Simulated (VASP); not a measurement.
Here is a VASP 6.6.1 calculation.

File INCAR:

```
SYSTEM = Mo
PREC     = Accurate       ! precision mode
ENCUT    = 520            ! plane-wave cutoff, eV
EDIFF    = 1E-6           ! SCF threshold, eV
ISMEAR   = -1             ! smearing method
SIGMA    = 0.1            ! smearing width, eV
LREAL    = .FALSE.        ! projectors in reciprocal space
LASPH    = .TRUE.         ! aspherical terms in the spheres
NELM     = 80             ! most SCF steps
ALGO     = Normal         ! electronic algorithm
ISIF     = 2              ! what is computed and relaxed
LWAVE    = .FALSE.        ! write WAVECAR
LCHARG   = .TRUE.         ! write CHGCAR
GGA      = PE             ! functional
LELF     = .TRUE.         ! ELF
LVHAR    = .TRUE.       
NBANDS   = 21             ! bands
```

Contents of KPOINTS:

```
Automatic mesh
0
G
  13 13 8
  0 0 0
```

Contents of POSCAR:

```
Mo
1.0
   -1.5804199649      1.5804199649      1.5804199649
    1.5804199649     -1.5804199649      1.5804199649
    3.1608399299      3.1608399299      0.0000000000
Mo
2
Direct
    0.0000000000      0.0000000000      0.0000000000
    0.5000000000      0.5000000000      0.5000000000
```

Potentials or basis: VASP PAW PBE potentials, release 64 (Mo_sv).

Run with:

```bash
$ cat potpaw_PBE.64/Mo_sv/POTCAR > POTCAR
$ mpirun -np 1 vasp_std > vasp.out
```

Task: Estimate the pressure.

Result: 0.5 GPa.

Task: Predict the band gap on the k mesh.

Result: Zero (band 14 reaches 14.24 eV, above the bottom of band 15 at 11.61 eV).
